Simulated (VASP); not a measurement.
# Ta: single point with LDA

Crystal: Ta.

```
Ta
1.0
    -1.72559    1.72559    1.65128
     1.72559   -1.72559    1.65128
     1.72559    1.72559   -1.65128
Ta
1
Direct
  0.00000 0.00000 0.00000
```

This cell differs from its parent crystal: strain +0.0450 x Voigt [1, 1, 0, 0, 0, 0].

```yaml
Program: VASP 6.6.1
Task: single point
Functional: LDA
Potentials_or_basis: VASP PAW LDA potentials, release 64 (Ta_pv)
Cutoff: 520 eV
k_mesh: 20 × 20 × 20
Occupations: methfessel-paxton, width 0.02 eV
Spin: no spin polarisation
Dipole_correction: no
Further_INCAR_settings: ALGO = Fast; EDIFF = 1e-06; NBANDS = 12
```

```json
{
  "Pressure": "-21.8 GPa"
}
```

Stress tensor (GPa, compression positive):
```
-23.07   0.00   0.00
  0.00 -23.07   0.00
  0.00   0.00 -19.40
```

Levels at points of the mesh, in eV from the Fermi level:
| k point | band 2 | band 3 | band 4 | band 5 | band 6 | band 7 | band 8 | band 9 |
| --- | --- | --- | --- | --- | --- | --- | --- | --- |
| (0.00, 0.00, 0.00) | -33.25 | -33.24 | -7.50 | 0.34 | 0.84 | 0.84 | 3.24 | 3.93 |
| (0.50, 0.00, 0.00) | -33.55 | -33.26 | -3.98 | -1.51 | 1.48 | 3.53 | 4.61 | 6.92 |
| (0.50, 0.50, 0.00) | -33.51 | -33.24 | -4.03 | -0.99 | 1.19 | 3.00 | 4.13 | 6.83 |
| (0.50, 0.50, 0.50) | -33.90 | -33.82 | -3.38 | -3.28 | 6.03 | 6.03 | 6.19 | 7.62 |

Wall time 83 s on 1 thread of Intel(R) Xeon(R) Platinum 8375C CPU @ 2.90GHz (Ice Lake) (shared host), peak memory 0.25 GiB.

Caveat: the cell differs from its parent crystal (strain +0.0450 x Voigt [1, 1, 0, 0, 0, 0]); spin-orbit coupling is left out, which moves the levels of the heavy elements.
